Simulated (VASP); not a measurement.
W: single point with r2SCAN

W:

```
W
1.0
     0.00000    2.03074    2.03074
     2.03074    0.00000    2.03074
     2.03074    2.03074    0.00000
W
1
Direct
  0.00000 0.00000 0.00000
```

This isn't the form of W at room conditions, which is bcc.

```json
{
 "Program": "VASP 6.6.1",
 "Task": "single point",
 "Functional": "r2SCAN",
 "Potentials or basis": "VASP PAW PBE potentials, release 64 (W_sv)",
 "Cutoff": "550 eV",
 "k mesh": "8 × 8 × 8",
 "Occupations": "gaussian, width 0.1 eV",
 "Spin": "no spin polarisation",
 "Dipole correction": "no",
 "Further INCAR settings": "ALGO = Normal; EDIFF = 1e-06; NBANDS = 13"
}
```

```
Pressure               : -8.4 GPa
Band gap on the k mesh : zero (bands 7 and 8 overlap by 3.45 eV)
```

Levels at points of the mesh, in eV from the Fermi level:
| k point | band 5 | band 6 | band 7 | band 8 | band 9 | band 10 |
| --- | --- | --- | --- | --- | --- | --- |
| (0.00, 0.00, 0.00) | -9.35 | -0.53 | -0.53 | -0.53 | 2.76 | 2.76 |
| (0.50, 0.00, 0.00) | -5.76 | -0.68 | -0.68 | 0.42 | 5.15 | 5.15 |
| (0.50, 0.50, 0.00) | -5.54 | -4.62 | 2.92 | 5.19 | 5.81 | 5.81 |

Run time: 42 s on 1 thread of AMD EPYC 9R14 (Zen 4), on a shared host, peak memory 0.12 GiB.

Caveat: the cell stands under tension; the PAW data sets were made with another functional, which shifts forces and pressure a little; spin-orbit coupling is left out, which moves the levels of the heavy elements.
